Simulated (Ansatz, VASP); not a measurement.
Si5O: VASP beside Ansatz

The input INCAR:

```
SYSTEM = Si5O
ALGO     = Normal         ! electronic algorithm
EDIFF    = 1E-6           ! SCF threshold, eV
EDIFFG   = -0.01          ! ionic threshold
ENCUT    = 600            ! plane-wave cutoff, eV
GGA      = PE             ! functional
IBRION   = 2              ! ionic algorithm
ISIF     = 3              ! what is computed and relaxed
ISMEAR   = 0              ! smearing method
LASPH    = .TRUE.         ! aspherical terms in the spheres
LCHARG   = .FALSE.        ! write CHGCAR
LREAL    = .FALSE.        ! projectors in reciprocal space
LWAVE    = .FALSE.        ! write WAVECAR
NELM     = 100            ! most SCF steps
NSW      = 100            ! ionic steps
PREC     = Accurate       ! precision mode
SIGMA    = 0.1            ! smearing width, eV
```

File KPOINTS:

```
k-points
0
G
  10 10 10
  0 0 0
```

The input POSCAR:

```
Si5O
1.0
    0.0000000000      3.5154514423      3.5154514423
    3.5154514423      0.0000000000      3.5154514423
    3.5154514423      3.5154514423      0.0000000000
Si O
5 1
Direct
    0.7500000000      0.7500000000      0.7500000000
    0.3742571178      0.3742571178      0.8772286466
    0.3742571178      0.8772286466      0.3742571178
    0.3742571178      0.3742571178      0.3742571178
    0.8772286466      0.3742571178      0.3742571178
    0.0000000000      0.0000000000      0.0000000000
```

Input for Ansatz:

```yaml
crystal:
  lattice:
    - [0.0, 3.5154514423, 3.5154514423]
    - [3.5154514423, 0.0, 3.5154514423]
    - [3.5154514423, 3.5154514423, 0.0]
  atoms:
    - { symbol: Si, position: [0.75, 0.75, 0.75] }
    - { symbol: Si, position: [0.3742571178, 0.3742571178, 0.8772286466] }
    - { symbol: Si, position: [0.3742571178, 0.8772286466, 0.3742571178] }
    - { symbol: Si, position: [0.3742571178, 0.3742571178, 0.3742571178] }
    - { symbol: Si, position: [0.8772286466, 0.3742571178, 0.3742571178] }
    - { symbol: O, position: [0.0, 0.0, 0.0] }
basis:
  ecutwfc: 420
kpoints:
  mp_grid: { grid: [10, 10, 10] }
hamiltonian:
  xc: pbe
scf:
  occupations: { method: gaussian, width: 0.1 }
output:
  forces: true
  stress: true
  eigenvalues: true
relax:
  adjacent_minimum: "off"
  f_tol: 0.01
  max_steps: 80
  cell: { stress_tol: 0.05 }
```

Change from the starting cell: species swapped into the DyCu5 type (F-43m, No. 216).

Alike in both runs: task relaxation of cell and atoms; functional PBE; k mesh 10 × 10 × 10; occupations gaussian, width 0.1 eV; no spin polarisation.

|  | VASP | Ansatz |
| --- | --- | --- |
| version | VASP 6.6.1 | Ansatz 0.2.0 |
| potentials or method | VASP PAW PBE potentials, release 64 (Si, O), cutoff 600 eV | scalar-relativistic, plane waves, PAW |
| valence electrons in the cell | 26 | 26 |

|  | VASP | Ansatz | Ansatz less VASP |
| --- | --- | --- | --- |
| gap on the k mesh at the Fermi level, each at its own relaxed structure (eV) | none | none | - |
| relaxed volume (Å³/atom) | 14.47 | 14.48 | +0.010 |
| relaxed cell length with the largest relative difference (Å) | 4.970 | 4.971 | +0.0011 |

A gap of «none» marks a metal or a gap that the smearing closes.
